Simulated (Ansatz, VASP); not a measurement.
**Two plane-wave programs on HfSn2Se6**

```
Hf Sn Se
1.0
     3.83760    0.00000    0.00000
    -1.91880    3.32346    0.00000
     0.00000    0.00000   21.15223
Hf Sn Se
1 2 6
Direct
  0.00000 0.00000 0.00000
  0.00000 0.00000 0.33283
  0.00000 0.00000 0.66717
  0.33333 0.66667 0.07317
  0.33333 0.66667 0.40874
  0.33333 0.66667 0.74308
  0.66667 0.33333 0.25692
  0.66667 0.33333 0.59126
  0.66667 0.33333 0.92683
```

Alike in both runs: task single point; functional r2SCAN; k mesh 12 × 12 × 2; occupations gaussian, width 0.02 eV; no spin polarisation.

```csv
,VASP,Ansatz
version,VASP 6.6.1,Ansatz 0.2.0
potentials or method,"VASP PAW PBE potentials, release 64 (Hf_pv, Sn_d, Se), cutoff 520 eV","scalar-relativistic, plane waves, PAW"
valence electrons in the cell,74,150
```

VASP gave:

* gap on the k mesh at the Fermi level (eV): 0.76
* least direct gap on the mesh (eV): 1.30
* pressure (GPa): -1.7
* traceless stress, the component that is largest in VASP (GPa): -0.36
* rms of the force components (eV/Å): 0.128

Question: Which values does Ansatz return?

Answer: gap on the k mesh at the Fermi level (eV): 0.74; least direct gap on the mesh (eV): 1.29; pressure (GPa): -1.6; traceless stress, the component that is largest in VASP (GPa): -0.37; rms of the force components (eV/Å): 0.122.

VASP's potentials were made for PBE, not for r2SCAN. Atom by atom the forces differ by 0.019 eV/Å (rms over components). VASP's potentials hold 74 valence electrons a cell and Ansatz's 150, so a difference there can come from the potentials and not from the codes. Ansatz's warnings: k point list ram cut.

Spin-orbit coupling is off throughout.
